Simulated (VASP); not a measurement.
Write the native input for VASP 6.6.1 that does the following.

| Property | Result |
| --- | --- |
| Task | single point |
| Functional | PBE |
| Potentials or basis | VASP PAW PBE potentials, release 64 (Hf_pv, H, Cl) |
| Cutoff | 500 eV |
| k mesh | 3 × 3 × 3 |
| Occupations | gaussian, width 0.15 eV |
| Spin | no spin polarisation |
| Dipole correction | no |
| Further INCAR settings | ALGO = Normal; EDIFF = 1e-06; NBANDS = 18 |

The structure of HfH3Cl lies in POSCAR:

```
HfH3Cl
1.0
    3.8579790543      0.0000000000      0.0000000000
    0.0000000000      3.8579790543      0.0000000000
    0.0000000000      0.0000000000      3.8579790543
Hf H Cl
1 3 1
Direct
    0.0000000000      0.0000000000      0.0000000000
    0.5000000000      0.0000000000      0.0000000000
    0.0000000000      0.5000000000      0.0000000000
    0.0000000000      0.0000000000      0.5000000000
    0.5000000000      0.5000000000      0.5000000000
```

These files were run (other wordings do the same):

INCAR

```
PREC = Accurate
ENCUT = 500
EDIFF = 1E-6
ISMEAR = 0
SIGMA = 0.15
LREAL = False
LASPH = True
NELM = 120
ALGO = Normal
ISIF = 2
LWAVE = False
LCHARG = False
GGA = PE
NBANDS = 18
GGA_COMPAT = False
```

KPOINTS

```
regular mesh
0
Gamma
  3 3 3
```

Potentials or basis: VASP PAW PBE potentials, release 64 (Hf_pv, H, Cl).

Launch:

```bash
$ cat potpaw_PBE.64/Hf_pv/POTCAR potpaw_PBE.64/H/POTCAR potpaw_PBE.64/Cl/POTCAR > POTCAR
$ mpirun -np 1 vasp_std > vasp.out
```

It gave:

```yaml
Pressure: -0.5 GPa
Band_gap_on_the_k_mesh: 2.81 eV, direct
```

Caveat: the k points lie up to 0.54 Å⁻¹ apart; spin-orbit coupling is left out, which moves the levels of the heavy elements.

It took 7.5 s on 1 thread of Intel(R) Xeon(R) Platinum 8559C (Emerald Rapids) (shared host), peak memory 0.15 GiB.
